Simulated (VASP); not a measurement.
Wanted: the native input for a VASP 6.6.1 run.

| Quantity | Value |
| --- | --- |
| Task | single point |
| Functional | PBE |
| Potentials or basis | VASP PAW PBE potentials, release 64 (I) |
| Cutoff | 520 eV |
| k mesh | 12 × 12 × 12 |
| Occupations | gaussian, width 0.1 eV |
| Spin | no spin polarisation |
| Dipole correction | no |
| Further INCAR settings | ALGO = Normal; EDIFF = 1e-07; NBANDS = 18 |

The structure of I lies in POSCAR:

```
I
1.0
    2.2034781379      1.2721786961      7.1109411210
   -2.2034781379      1.2721786961      7.1109411210
    0.0000000000     -2.5443573922      7.1109411210
I
3
Direct
    0.0000000000      0.0000000000      0.0000000000
    0.2226577867      0.2226577867      0.2226577867
    0.7773422133      0.7773422133      0.7773422133
```

These files were run (other wordings do the same):

INCAR

```
SYSTEM = I
PREC = Accurate
ENCUT = 520
EDIFF = 1E-7
ISMEAR = 0
SIGMA = 0.1
LREAL = .FALSE.
LASPH = .TRUE.
NELM = 100
ALGO = Normal
ISIF = 2
LWAVE = .FALSE.
LCHARG = .FALSE.
GGA = PE
NBANDS = 18
```

KPOINTS

```
Automatic mesh
0
G
  12 12 12
  0 0 0
```

Potentials or basis: VASP PAW PBE potentials, release 64 (I).

Run with:

```bash
$ cat potpaw_PBE.64/I/POTCAR > POTCAR
$ mpirun -np 1 vasp_std > vasp.out
```

Results of the run:

The pressure is -0.1 GPa and the largest force is 0.007 eV/Å. The band gap on the k mesh is zero (an odd number of electrons rules out a gap without spin polarisation).

Caveat: spin-orbit coupling is left out, which moves the levels of the heavy elements; an odd number of electrons without spin polarisation forces a metal; a magnetic or distorted state may lie lower.

Wall time 10 min on 1 thread of Intel(R) Xeon(R) Platinum 8259CL CPU @ 2.50GHz (Skylake/Cascade Lake) (shared host), peak memory 0.6 GiB.
